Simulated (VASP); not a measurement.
# Te (P6/mmm) in VASP: further runs, part 3 of 3

VASP 6.6.1.

## 5. Single point, PBE (volume scaled by 0.96)

The input, INCAR:

```
SYSTEM = Te
  PREC = Accurate
  ENCUT = 520
  EDIFF = 1E-7
  ISMEAR = -1
  SIGMA = 0.1
  LREAL = .FALSE.
  LASPH = .TRUE.
  NELM = 100
  ALGO = Normal
  ISIF = 2
  LWAVE = .FALSE.
  LCHARG = .FALSE.
  GGA = PE
  NBANDS = 16
```

The input, KPOINTS:

```
Automatic mesh
0
G
  8 8 11
  0 0 0
```

The input, POSCAR:

```
Te
1.0
    5.4699808858      0.0000000000      0.0000000000
   -2.7349904429      4.7371424053      0.0000000000
    0.0000000000      0.0000000000      3.2297252880
Te
3
Direct
    1.0000000000      0.0000000000      0.0000000000
    0.3333333333      0.6666666667      0.5000000000
    0.6666666667      0.3333333333      0.5000000000
```

Potentials or basis: VASP PAW PBE potentials, release 64 (Te).

Started as:

```sh
> cat potpaw_PBE.64/Te/POTCAR > POTCAR
> mpirun -np 1 vasp_std > vasp.out
```

OUTCAR:

```text
SYSTEM = Te
   PREC = Accurate
   ENCUT = 520
   EDIFF = 1E-7
   ISMEAR = -1
   LREAL = .FALSE.
   LASPH = .TRUE.
   NELM = 100
   ISIF = 2
   GGA = PE

 ion  position               nearest neighbor table
   1  0.000  0.000  0.000-   2 3.55   3 3.55   2 3.55   3 3.55   2 3.55   2 3.55   3 3.55   3 3.55
                             3 3.55   3 3.55   2 3.55   2 3.55
   2  0.333  0.667  0.500-   3 3.16   3 3.16   3 3.16   1 3.55   1 3.55   1 3.55   1 3.55   1 3.55
                             1 3.55
   3  0.667  0.333  0.500-   2 3.16   2 3.16   2 3.16   1 3.55   1 3.55   1 3.55   1 3.55   1 3.55
                             1 3.55

  LATTYP: Found a hexagonal cell.
 ALAT       =     5.4699808858
 C/A-ratio  =     0.5904454431

  Lattice vectors:

 A1 = (   5.4699808858,   0.0000000000,   0.0000000000)
 A2 = (  -2.7349904429,   4.7371424053,   0.0000000000)
 A3 = (   0.0000000000,   0.0000000000,   3.2297252880)

Analysis of symmetry for initial positions (statically):
=====================================================================
 Subroutine PRICEL returns:
 Original cell was already a primitive cell.

 Routine SETGRP: Setting up the symmetry group for a
 hexagonal supercell.

 Subroutine GETGRP returns: Found 24 space group operations
 (whereof 24 operations were pure point group operations)
 out of a pool of 24 trial point group operations.

The static configuration has the point symmetry D_6h.

Analysis of symmetry for dynamics (positions and initial velocities):
=====================================================================
 Subroutine PRICEL returns:
 Original cell was already a primitive cell.

 Routine SETGRP: Setting up the symmetry group for a
 hexagonal supercell.

 Subroutine GETGRP returns: Found 24 space group operations
 (whereof 24 operations were pure point group operations)
 out of a pool of 24 trial point group operations.

The dynamic configuration has the point symmetry D_6h.

 Subroutine INISYM returns: Found 24 space group operations
 (whereof 24 operations are pure point group operations),
 and found     1 'primitive' translations

----------------------------------------------------------------------------------------

                                     Primitive cell

  volume of cell :      83.6889

  direct lattice vectors                    reciprocal lattice vectors
     5.469980886  0.000000000  0.000000000     0.182815995  0.105548864  0.000000000
    -2.734990443  4.737142405  0.000000000     0.000000000  0.211097728  0.000000000
     0.000000000  0.000000000  3.229725288     0.000000000  0.000000000  0.309623857

  length of vectors
     5.469980886  5.469980886  3.229725288     0.211097728  0.211097728  0.309623857

  position of ions in fractional coordinates (direct lattice)
     0.000000000  0.000000000  0.000000000
     0.333333333  0.666666667  0.500000000
     0.666666667  0.333333333  0.500000000

  ion indices of the primitive-cell ions
   primitive index   ion index
                 1           1
                 2           2
                 3           3

----------------------------------------------------------------------------------------

 KPOINTS: Automatic mesh

Automatic generation of k-mesh.
 Grid dimensions read from file:
 generate k-points for:    8    8   11

 Generating k-lattice:

  Cartesian coordinates                     Fractional coordinates (reciprocal lattice)
     0.022851999  0.013193608  0.000000000     0.125000000  0.000000000  0.000000000
     0.000000000  0.026387216  0.000000000     0.000000000  0.125000000  0.000000000
     0.000000000  0.000000000  0.028147623     0.000000000  0.000000000  0.090909091

  Length of vectors
     0.026387216  0.026387216  0.028147623

  Shift w.r.t. Gamma in fractional coordinates (k-lattice)
     0.000000000  0.000000000  0.000000000

 Subroutine IBZKPT returns following result:
 ===========================================

 Found     60 irreducible k-points:

 Following reciprocal coordinates:
            Coordinates               Weight
  0.000000  0.000000  0.000000      1.000000
  0.125000 -0.000000  0.000000      6.000000
  0.250000 -0.000000  0.000000      6.000000
  0.375000 -0.000000  0.000000      6.000000
  0.500000 -0.000000  0.000000      3.000000
  0.125000  0.125000  0.000000      6.000000
[... 16 lines left out ...]
  0.250000 -0.000000  0.181818     12.000000
  0.375000 -0.000000  0.181818     12.000000
 [... further k-points ...]
   k-points           NKPTS =     60   k-points in BZ     NKDIM =     60   number of bands    NBANDS=     16
   number of dos      NEDOS =    301   number of ions     NIONS =      3
   total plane-waves  NPLWV =  42336
   dimension x,y,z NGX =    42 NGY =   42 NGZ =   24
   dimension x,y,z NGXF=    84 NGYF=   84 NGZF=   48
   ions per type =               3
   NGX,Y,Z   is equivalent  to a cutoff of  12.76, 12.76, 12.35 a.u.
   NGXF,Y,Z  is equivalent  to a cutoff of  25.53, 25.53, 24.71 a.u.
 SYSTEM =  Te
   PREC   = accura    normal or accurate (medium, high low for compatibility)
   ISTART =      0    job   : 0-new  1-cont  2-samecut
   ICHARG =      2    charge: 1-file 2-atom 10-const
   ISPIN  =      1    spin polarized calculation?
   LNONCOLLINEAR =      F non collinear calculations
   LSORBIT =      F    spin-orbit coupling
   LASPH  =      T    aspherical Exc in radial PAW
   ENCUT  =  520.0 eV  38.22 Ry    6.18 a.u.  10.17 10.17  6.01*2*pi/ulx,y,z
   NELM   =    100;   NELMIN=  2; NELMDL= -5     # of ELM steps
   EDIFF  = 0.1E-06   stopping-criterion for ELM
   LREAL  =      F    real-space projection
   EDIFFG = 0.1E-05   stopping-criterion for IOM
   NSW    =      0    number of steps for IOM
   IBRION =     -1    ionic relax: 0-MD 1-quasi-New 2-CG
   NFREE  =      0    steps in history (QN), initial steepest desc. (CG)
   ISIF   =      2    stress and relaxation
   ISYM   =      2    0-nonsym 1-usesym 2-fastsym
   POTIM  = 0.5000    time-step for ionic-motion
   TEBEG  =    0.0;   TEEND  =   0.0 temperature during run
   PSTRESS=    0.0 pullay stress
   NELECT =      18.0000    total number of electrons
   NUPDOWN=      -1.0000    fix difference up-down
   EMIN   =  10.00;   EMAX   =-10.00  energy-range for DOS
   EFERMI =   0.00;   METHOD = LEGACY
   ISMEAR =    -1;   SIGMA  =   0.10  broadening in eV -4-tet -1-fermi 0-gaus
   EFERMI_NEDOS =   21; number of points for ismear=-14 and -15
   IALGO  =     38    algorithm
   IMIX   =      4    mixing-type and parameters
     AMIX     =   0.40;   BMIX     =  1.00
     AMIX_MAG =   1.60;   BMIX_MAG =  1.00
  volume/ion in A,a.u.               =      27.90       188.25
  Fermi-wavevector in a.u.,A,eV,Ry     =   0.980866  1.853568 13.090142  0.962098
  Thomas-Fermi vector in A             =   2.111829
   LORBIT       =      0    0 simple, 1 ext, 2 COOP (PROOUT), +10 PAW based schemes
   GGA     = PE    functional components
   LHFCALC =     F    Hartree Fock is set to
   AEXX    =    0.0000 exact exchange contribution
   IVDW    =     0    specifies the selected vdW correction
   LEPSILON=     F    determine dielectric tensor
   LRPA    =     F    only Hartree local field effects (RPA)
 non-spin polarized calculation
  energy-cutoff  :      520.00
  volume of cell :       83.69
 maximum number of plane-waves:      2274
 NGX is ok and might be reduce to    42
   NGX = 21   NGY = 21   NGZ = 13

 number of electron      18.0000000 magnetization

 Free energy of the ion-electron system (eV)
  ---------------------------------------------------
  ext. energy  EPLUGINS =         0.00000000
  ---------------------------------------------------
  free energy    TOTEN  =        -8.41951555 eV

  energy without entropy =       -8.34129156  energy(sigma->0) =       -8.38040355

 E-fermi :   8.2299     XC(G=0): -10.1596

 val. band max:        8.2250186399   @ k =   0.2500   0.2500   0.1818
 cond. band min:       8.2615586553   @ k =   0.5000  -0.0000   0.0909
 fundamental gap:      0.0365400154
 Fermi energy:         8.2298786860

 k-point     1 :       0.0000    0.0000    0.0000
  band No.  band energies     occupation
      1      -5.9639      2.00000
      2      -2.3624      2.00000
      3      -2.3584      2.00000
      4       3.4024      2.00000
      5       3.4024      2.00000
      6       3.8680      2.00000
[... 8 lines left out ...]
     15      17.9757      0.00000
     16      17.9757      0.00000
[... 419 lines left out ...]
 k-point    24 :       0.3750   -0.0000    0.1818
  band No.  band energies     occupation
      1      -4.7387      2.00000
      2      -3.4064      2.00000
      3      -2.5028      2.00000
      4       2.5124      2.00000
      5       4.5712      2.00000
      6       6.4612      2.00000
[... 8 lines left out ...]
     15      16.4540      0.00000
     16      16.7590      0.00000

 [... further k-points ...]
[... 5 lines left out ...]
  --------------------------------------------------------------------------------------
  -------------------------------------------------------------------------------------
  Total        1.4707454      1.4707454      0.3292020      0.0000000      0.0000000      0.0000000
  in kB       28.1566027     28.1566027      6.3023888      0.0000000      0.0000000      0.0000000
  external PRESSURE =      20.8718648 kB  Pullay stress =       0.0000000 kB

 VOLUME and BASIS-vectors are now :
 -----------------------------------------------------------------------------
  energy-cutoff  :      520.00
  volume of cell :       83.69
      direct lattice vectors                 reciprocal lattice vectors
     5.469980886  0.000000000  0.000000000     0.182815995  0.105548864  0.000000000
    -2.734990443  4.737142405  0.000000000     0.000000000  0.211097728  0.000000000
     0.000000000  0.000000000  3.229725288     0.000000000  0.000000000  0.309623857

 POSITION                                       TOTAL-FORCE (eV/Angst)
 -----------------------------------------------------------------------------------
      0.00000      0.00000      0.00000        -0.000000      0.000000     -0.000000
     -0.00000      3.15809      1.61486         0.000000     -0.000000      0.000000
      2.73499      1.57905      1.61486        -0.000000      0.000000     -0.000000
 -----------------------------------------------------------------------------------
    total drift:                               -0.000000      0.000000     -0.000000

  FREE ENERGIE OF THE ION-ELECTRON SYSTEM (eV)
  ---------------------------------------------------
  free  energy   TOTEN  =        -8.4195155496 eV

  energy  without entropy=       -8.3412915562  energy(sigma->0) =       -8.38040355
```

OSZICAR:

```text
N       E                     dE             d eps       ncg     rms          rms(c)
DAV:   1     0.653890006601E+02    0.65389E+02   -0.65888E+03  1920   0.907E+02
DAV:   2    -0.500892243241E+01   -0.70398E+02   -0.67433E+02  2624   0.135E+02
DAV:   3    -0.841220209651E+01   -0.34033E+01   -0.33844E+01  2448   0.323E+01
DAV:   4    -0.845136164653E+01   -0.39160E-01   -0.39157E-01  2528   0.423E+00
DAV:   5    -0.845221909439E+01   -0.85745E-03   -0.85743E-03  2520   0.608E-01    0.122E+01
DAV:   6    -0.841894775963E+01    0.33271E-01   -0.10669E-01  2296   0.159E+00    0.758E+00
DAV:   7    -0.842019128644E+01   -0.12435E-02   -0.37715E-02  2304   0.108E+00    0.142E+00
DAV:   8    -0.841960600374E+01    0.58528E-03   -0.47275E-03  2424   0.409E-01    0.313E-01
DAV:   9    -0.841955250291E+01    0.53501E-04   -0.55473E-04  2464   0.125E-01    0.190E-01
DAV:  10    -0.841952014055E+01    0.32362E-04   -0.18043E-04  2256   0.617E-02    0.129E-01
DAV:  11    -0.841951708864E+01    0.30519E-05   -0.31468E-05  2312   0.283E-02    0.334E-02
DAV:  12    -0.841951563426E+01    0.14544E-05   -0.15455E-06  2704   0.789E-03    0.365E-03
DAV:  13    -0.841951552219E+01    0.11207E-06   -0.21259E-07  2096   0.276E-03    0.424E-03
DAV:  14    -0.841951554955E+01   -0.27363E-07   -0.17351E-08  1400   0.871E-04
   1 F= -.84195155E+01 E0= -.83804036E+01  d E =-.782240E-01
```

stdout:

```text
POSCAR found type information on POSCAR Te
 POSCAR found :  1 types and       3 ions
 scaLAPACK will be used
 LDA part: xc-table for (Slater+PW92), standard interpolation
 POSCAR, INCAR and KPOINTS ok, starting setup
 FFT: planning ... GRIDC
 FFT: planning ... GRID_SOFT
 FFT: planning ... GRID
 WAVECAR not read
 entering main loop
```

Run time: 1.9 min. Hardware: 1 thread of AMD EPYC 7R43 (Zen 3), shared host; peak memory 0.19 GiB.

What came out:

```
Free energy            : -8.4195 eV
Pressure               : 2.1 GPa
Band gap on the k mesh : zero (band 9 reaches 11.10 eV, above the bottom of band 10 at 5.84 eV)
```

Stress tensor (GPa, compression positive):
```
2.82 0.00 0.00
0.00 2.82 0.00
0.00 0.00 0.63
```

Levels at points of the mesh, in eV from the Fermi level:
```csv
k point,band 7,band 8,band 9,band 10,band 11,band 12
"(0.00, 0.00, 0.00)",-4.36,0.27,2.87,2.87,3.24,3.45
"(0.50, 0.00, 0.00)",-0.36,-0.02,0.36,1.54,1.71,2.89
```

Caveat: spin-orbit coupling is left out, which moves the levels of the heavy elements.

## 6. Overview

```tsv
cell	k mesh	gap on the mesh (eV)	pressure (GPa)
a = 5.545, b = 5.545, c = 3.274 Å, angles 90.0, 90.0, 120.0°, 3 atoms	7 × 7 × 9	none	-0.1
a = 5.314, b = 5.314, c = 3.137 Å, angles 90.0, 90.0, 120.0°, 3 atoms	8 × 8 × 11	none	8.8
a = 5.393, b = 5.393, c = 3.184 Å, angles 90.0, 90.0, 120.0°, 3 atoms	8 × 8 × 11	none	5.0
a = 5.470, b = 5.470, c = 3.230 Å, angles 90.0, 90.0, 120.0°, 3 atoms	8 × 8 × 11	none	2.1
```

Alike in all rows: task single point; level PBE; potentials or basis VASP PAW PBE potentials, release 64 (Te); no spin polarisation; cutoff (eV) 520; smearing fermi-dirac 0.1 eV.

Caveats: spin-orbit coupling is left out, which moves the levels of the heavy elements.

Total energies depend on the potentials used, so only differences within one code and one set of settings carry meaning.
